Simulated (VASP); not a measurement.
# TiAl (scanat) (Pm-3m) in VASP: single point with r2SCAN

Aim: the single point of TiAl (scanat) with r2SCAN.

Program: VASP 6.6.1. These are calculated values, not measurements. Logs are shortened: lines on timing, memory, paths and dates and some standing lists are left out, and cuts for length are marked.

## (1) The cell of the first run

Symmetry: Pm-3m, No. 221, cubic system. Conventional cell: a = 3.156 Å, b = 3.156 Å, c = 3.156 Å, α = 90.00°, β = 90.00°, γ = 90.00°. Ti (site symmetry m-3m) has 8 Al at 2.73 Å and 6 Ti at 3.16 Å within 3.6 Å. Within 3.6 Å of Al (site symmetry m-3m) lie 8 Ti at 2.73 Å and 6 Al at 3.16 Å.

## (2) Single point, r2SCAN

The input, POSCAR:

```
TiAl
1.0
    3.1557967821      0.0000000000      0.0000000000
    0.0000000000      3.1557967821      0.0000000000
    0.0000000000      0.0000000000      3.1557967821
Ti Al
1 1
Direct
    0.0000000000      0.0000000000      0.0000000000
    0.5000000000      0.5000000000      0.5000000000
```

The input, INCAR.step1:

```
SYSTEM = TiAl
  PREC = Accurate
  ENCUT = 550
  ISMEAR = 0
  SIGMA = 0.1
  LREAL = .FALSE.
  LASPH = .TRUE.
  NELM = 120
  NBANDS = 14
  GGA = PE
  ALGO = Normal
  EDIFF = 1E-5
  LWAVE = .TRUE.
  LCHARG = .FALSE.
  GGA_COMPAT = .FALSE.
```

The input, INCAR.step2:

```
SYSTEM = TiAl
  PREC = Accurate
  ENCUT = 550
  EDIFF = 1E-6
  ISMEAR = 0
  SIGMA = 0.1
  LREAL = .FALSE.
  LASPH = .TRUE.
  NELM = 120
  ALGO = Normal
  ISIF = 2
  LWAVE = .FALSE.
  LCHARG = .FALSE.
  METAGGA = R2SCAN
  LMIXTAU = .TRUE.
  NBANDS = 14
  ISTART = 1
  GGA_COMPAT = .FALSE.
```

The input, KPOINTS:

```
Automatic mesh
0
G
  14 14 14
  0 0 0
```

Potentials or basis: VASP PAW PBE potentials, release 64 (Ti_sv, Al).

Started as:

```console
$ cat potpaw_PBE.64/Ti_sv/POTCAR potpaw_PBE.64/Al/POTCAR > POTCAR
$ cp INCAR.step1 INCAR
$ mpirun -np 1 vasp_std > vasp.out
$ cp INCAR.step2 INCAR
$ mpirun -np 1 vasp_std > vasp.out
```

OUTCAR:

```text
SYSTEM = TiAl
   PREC = Accurate
   ENCUT = 550
   EDIFF = 1E-6
   ISMEAR = 0
   LREAL = .FALSE.
   LASPH = .TRUE.
   NELM = 120
   ISIF = 2
   METAGGA = R2SCAN
   ISTART = 1

 ion  position               nearest neighbor table
   1  0.000  0.000  0.000-   2 2.73   2 2.73   2 2.73   2 2.73   2 2.73   2 2.73   2 2.73   2 2.73

   2  0.500  0.500  0.500-   1 2.73   1 2.73   1 2.73   1 2.73   1 2.73   1 2.73   1 2.73   1 2.73

  LATTYP: Found a simple cubic cell.
 ALAT       =     3.1557967821

  Lattice vectors:

 A1 = (   3.1557967821,   0.0000000000,   0.0000000000)
 A2 = (   0.0000000000,   3.1557967821,   0.0000000000)
 A3 = (   0.0000000000,   0.0000000000,   3.1557967821)

Analysis of symmetry for initial positions (statically):
=====================================================================
 Subroutine PRICEL returns:
 Original cell was already a primitive cell.

 Routine SETGRP: Setting up the symmetry group for a
 simple cubic supercell.

 Subroutine GETGRP returns: Found 48 space group operations
 (whereof 48 operations were pure point group operations)
 out of a pool of 48 trial point group operations.

The static configuration has the point symmetry O_h .

Analysis of symmetry for dynamics (positions and initial velocities):
=====================================================================
 Subroutine PRICEL returns:
 Original cell was already a primitive cell.

 Routine SETGRP: Setting up the symmetry group for a
 simple cubic supercell.

 Subroutine GETGRP returns: Found 48 space group operations
 (whereof 48 operations were pure point group operations)
 out of a pool of 48 trial point group operations.

The dynamic configuration has the point symmetry O_h .

 Subroutine INISYM returns: Found 48 space group operations
 (whereof 48 operations are pure point group operations),
 and found     1 'primitive' translations

----------------------------------------------------------------------------------------

                                     Primitive cell

  volume of cell :      31.4287

  direct lattice vectors                    reciprocal lattice vectors
     3.155796782  0.000000000  0.000000000     0.316877185  0.000000000  0.000000000
     0.000000000  3.155796782  0.000000000     0.000000000  0.316877185  0.000000000
     0.000000000  0.000000000  3.155796782     0.000000000  0.000000000  0.316877185

  length of vectors
     3.155796782  3.155796782  3.155796782     0.316877185  0.316877185  0.316877185

  position of ions in fractional coordinates (direct lattice)
     0.000000000  0.000000000  0.000000000
     0.500000000  0.500000000  0.500000000

  ion indices of the primitive-cell ions
   primitive index   ion index
                 1           1
                 2           2

----------------------------------------------------------------------------------------

 KPOINTS: Automatic mesh

Automatic generation of k-mesh.
 Grid dimensions read from file:
 generate k-points for:   14   14   14

 Generating k-lattice:

  Cartesian coordinates                     Fractional coordinates (reciprocal lattice)
     0.022634085  0.000000000  0.000000000     0.071428571  0.000000000  0.000000000
     0.000000000  0.022634085  0.000000000     0.000000000  0.071428571  0.000000000
     0.000000000  0.000000000  0.022634085     0.000000000  0.000000000  0.071428571

  Length of vectors
     0.022634085  0.022634085  0.022634085

  Shift w.r.t. Gamma in fractional coordinates (k-lattice)
     0.000000000  0.000000000  0.000000000

 Subroutine IBZKPT returns following result:
 ===========================================

 Found    120 irreducible k-points:

 Following reciprocal coordinates:
            Coordinates               Weight
  0.000000  0.000000  0.000000      1.000000
  0.071429  0.000000  0.000000      6.000000
  0.142857  0.000000  0.000000      6.000000
  0.214286  0.000000  0.000000      6.000000
  0.285714  0.000000  0.000000      6.000000
  0.357143  0.000000  0.000000      6.000000
[... 16 lines left out ...]
  0.285714  0.214286  0.000000     24.000000
  0.357143  0.214286  0.000000     24.000000
 [... further k-points ...]
   k-points           NKPTS =    120   k-points in BZ     NKDIM =    120   number of bands    NBANDS=     14
   number of dos      NEDOS =    301   number of ions     NIONS =      2
   total plane-waves  NPLWV =  13824
   dimension x,y,z NGX =    24 NGY =   24 NGZ =   24
   dimension x,y,z NGXF=    48 NGYF=   48 NGZF=   48
   ions per type =               1   1
   NGX,Y,Z   is equivalent  to a cutoff of  12.64, 12.64, 12.64 a.u.
   NGXF,Y,Z  is equivalent  to a cutoff of  25.29, 25.29, 25.29 a.u.
 SYSTEM =  TiAl
   PREC   = accura    normal or accurate (medium, high low for compatibility)
   ISTART =      1    job   : 0-new  1-cont  2-samecut
   ICHARG =      0    charge: 1-file 2-atom 10-const
   ISPIN  =      1    spin polarized calculation?
   LNONCOLLINEAR =      F non collinear calculations
   LSORBIT =      F    spin-orbit coupling
   LASPH  =      T    aspherical Exc in radial PAW
   ENCUT  =  550.0 eV  40.42 Ry    6.36 a.u.   6.03  6.03  6.03*2*pi/ulx,y,z
   NELM   =    120;   NELMIN=  2; NELMDL=  0     # of ELM steps
   EDIFF  = 0.1E-05   stopping-criterion for ELM
   LREAL  =      F    real-space projection
   EDIFFG = 0.1E-04   stopping-criterion for IOM
   NSW    =      0    number of steps for IOM
   IBRION =     -1    ionic relax: 0-MD 1-quasi-New 2-CG
   NFREE  =      0    steps in history (QN), initial steepest desc. (CG)
   ISIF   =      2    stress and relaxation
   ISYM   =      2    0-nonsym 1-usesym 2-fastsym
   POTIM  = 0.5000    time-step for ionic-motion
   TEBEG  =    0.0;   TEEND  =   0.0 temperature during run
   PSTRESS=    0.0 pullay stress
   NELECT =      15.0000    total number of electrons
   NUPDOWN=      -1.0000    fix difference up-down
   EMIN   =  10.00;   EMAX   =-10.00  energy-range for DOS
   EFERMI =   0.00;   METHOD = LEGACY
   ISMEAR =     0;   SIGMA  =   0.10  broadening in eV -4-tet -1-fermi 0-gaus
   EFERMI_NEDOS =   21; number of points for ismear=-14 and -15
   IALGO  =     38    algorithm
   IMIX   =      4    mixing-type and parameters
     AMIX     =   0.40;   BMIX     =  1.00
     AMIX_MAG =   1.60;   BMIX_MAG =  1.00
  volume/ion in A,a.u.               =      15.71       106.05
  Fermi-wavevector in a.u.,A,eV,Ry     =   1.279370  2.417659 22.269853  1.636788
  Thomas-Fermi vector in A             =   2.411860
   LORBIT       =      0    0 simple, 1 ext, 2 COOP (PROOUT), +10 PAW based schemes
   METAGGA = R2SCAN    functional components
   LHFCALC =     F    Hartree Fock is set to
   AEXX    =    0.0000 exact exchange contribution
   IVDW    =     0    specifies the selected vdW correction
   LEPSILON=     F    determine dielectric tensor
   LRPA    =     F    only Hartree local field effects (RPA)
 non-spin polarized calculation
 Gauss-broadening in eV      SIGMA  =   0.10
  energy-cutoff  :      550.00
  volume of cell :       31.43
 maximum number of plane-waves:       940
   NGX = 13   NGY = 13   NGZ = 13

 number of electron      14.9999993 magnetization

 Free energy of the ion-electron system (eV)
  ---------------------------------------------------
  ext. energy  EPLUGINS =         0.00000000
  ---------------------------------------------------
  free energy    TOTEN  =       -20.31275405 eV

  energy without entropy =      -20.30284115  energy(sigma->0) =      -20.30779760

 E-fermi :   9.0889     XC(G=0): -12.0018

 val. band max:        9.0799736225   @ k =   0.3571   0.2143   0.1429
 cond. band min:       9.0984292745   @ k =   0.2857   0.2857   0.2143
 fundamental gap:      0.0184556520
 Fermi energy:         9.0888895182

 k-point     1 :       0.0000    0.0000    0.0000
  band No.  band energies     occupation
      1     -50.1553      2.00000
      2     -25.3084      2.00000
      3     -25.3084      2.00000
      4     -25.3084      2.00000
      5      -0.8950      2.00000
      6       7.3941      2.00000
      7       7.3941      2.00000
      8      11.1755      0.00000
      9      11.1755      0.00000
     10      11.1755      0.00000
     11      13.8016      0.00000
     12      13.8016      0.00000
     13      13.8016      0.00000
     14      18.2652      0.00000

 k-point     2 :       0.0714    0.0000    0.0000
  band No.  band energies     occupation
      1     -50.1544      2.00000
      2     -25.3184      2.00000
      3     -25.3075      2.00000
      4     -25.3075      2.00000
      5      -0.8078      2.00000
      6       7.3483      2.00000
      7       7.4348      2.00000
      8      11.0139      0.00000
      9      11.0139      0.00000
     10      11.1861      0.00000
     11      13.4320      0.00000
     12      14.0253      0.00000
     13      14.0253      0.00000
     14      18.1473      0.00000

 k-point     3 :       0.1429    0.0000    0.0000
  band No.  band energies     occupation
      1     -50.1519      2.00000
      2     -25.3464      2.00000
      3     -25.3051      2.00000
      4     -25.3051      2.00000
      5      -0.5486      2.00000
      6       7.1630      2.00000
      7       7.5527      2.00000
      8      10.6486      0.00000
      9      10.6486      0.00000
     10      11.2161      0.00000
     11      12.7228      0.00000
     12      14.5799      0.00000
     13      14.5799      0.00000
     14      17.8133      0.00000

 k-point     4 :       0.2143    0.0000    0.0000
  band No.  band energies     occupation
      1     -50.1484      2.00000
      2     -25.3867      2.00000
      3     -25.3016      2.00000
      4     -25.3016      2.00000
      5      -0.1250      2.00000
      6       6.7301      2.00000
      7       7.7335      2.00000
      8      10.2415      0.00000
      9      10.2416      0.00000
     10      11.2599      0.00000
     11      12.1803      0.00000
     12      15.3115      0.00000
     13      15.3115      0.00000
     14      17.3223      0.00000

 k-point     5 :       0.2857    0.0000    0.0000
  band No.  band energies     occupation
      1     -50.1444      2.00000
      2     -25.4311      2.00000
      3     -25.2977      2.00000
      4     -25.2977      2.00000
      5       0.4509      2.00000
      6       6.0038      2.00000
      7       7.9516      2.00000
      8       9.8777      0.00000
      9       9.8777      0.00000
     10      11.3092      0.00000
     11      11.9866      0.00000
[... 276 lines left out ...]
 k-point    22 :       0.2143    0.2143    0.0000
  band No.  band energies     occupation
      1     -50.1416      2.00000
      2     -25.3812      2.00000
      3     -25.3750      2.00000
      4     -25.2949      2.00000
      5       0.5970      2.00000
      6       7.0898      2.00000
      7       7.2158      2.00000
      8       9.3703      0.00007
      9      10.2156      0.00000
     10      10.6844      0.00000
     11      12.5837      0.00000
     12      13.7981      0.00000
     13      16.5016      0.00000
     14      17.8070      0.00000

 k-point    23 :       0.2857    0.2143    0.0000
  band No.  band energies     occupation
      1     -50.1377      2.00000
      2     -25.4217      2.00000
      3     -25.3730      2.00000
      4     -25.2910      2.00000
      5       1.1321      2.00000
      6       6.4570      2.00000
      7       7.4253      2.00000
      8       9.1863      0.16826
      9      10.0138      0.00000
     10      10.6424      0.00000
     11      12.3289      0.00000
     12      14.0763      0.00000
     13      17.1785      0.00000
     14      17.4716      0.00000

 k-point    24 :       0.3571    0.2143    0.0000
  band No.  band energies     occupation
      1     -50.1341      2.00000
      2     -25.4605      2.00000
      3     -25.3687      2.00000
      4     -25.2875      2.00000
      5       1.7821      2.00000
      6       5.5867      2.00000
      7       7.7414      2.00000
      8       9.0070      1.75291
      9       9.7877      0.00000
     10      10.6862      0.00000
     11      12.1854      0.00000
     12      14.5535      0.00000
     13      16.9902      0.00000
     14      17.8853      0.00000

 [... further k-points ...]
[... 5 lines left out ...]
  --------------------------------------------------------------------------------------
  -------------------------------------------------------------------------------------
  Total        0.3764730      0.3764730      0.3764730      0.0000000     -0.0000000      0.0000000
  in kB       19.1918736     19.1918736     19.1918736      0.0000000     -0.0000000      0.0000000
  external PRESSURE =      19.1918736 kB  Pullay stress =       0.0000000 kB

 VOLUME and BASIS-vectors are now :
 -----------------------------------------------------------------------------
  energy-cutoff  :      550.00
  volume of cell :       31.43
      direct lattice vectors                 reciprocal lattice vectors
     3.155796782  0.000000000  0.000000000     0.316877185  0.000000000  0.000000000
     0.000000000  3.155796782  0.000000000     0.000000000  0.316877185  0.000000000
     0.000000000  0.000000000  3.155796782     0.000000000  0.000000000  0.316877185

 POSITION                                       TOTAL-FORCE (eV/Angst)
 -----------------------------------------------------------------------------------
      0.00000      0.00000      0.00000         0.000000      0.000000      0.000000
      1.57790      1.57790      1.57790         0.000000      0.000000      0.000000
 -----------------------------------------------------------------------------------
    total drift:                                0.000000      0.000000      0.000000

  FREE ENERGIE OF THE ION-ELECTRON SYSTEM (eV)
  ---------------------------------------------------
  free  energy   TOTEN  =       -20.3127540525 eV

  energy  without entropy=      -20.3028411542  energy(sigma->0) =      -20.30779760
```

Run time: 2.7 min. Hardware: 1 thread of Intel Xeon 8259CL, shared host; peak memory 0.19 GiB.

Results:

```
Free energy : -20.3128 eV
Pressure    : 1.9 GPa
```

Caveat: the PAW data sets were made with another functional, which shifts forces and pressure a little.
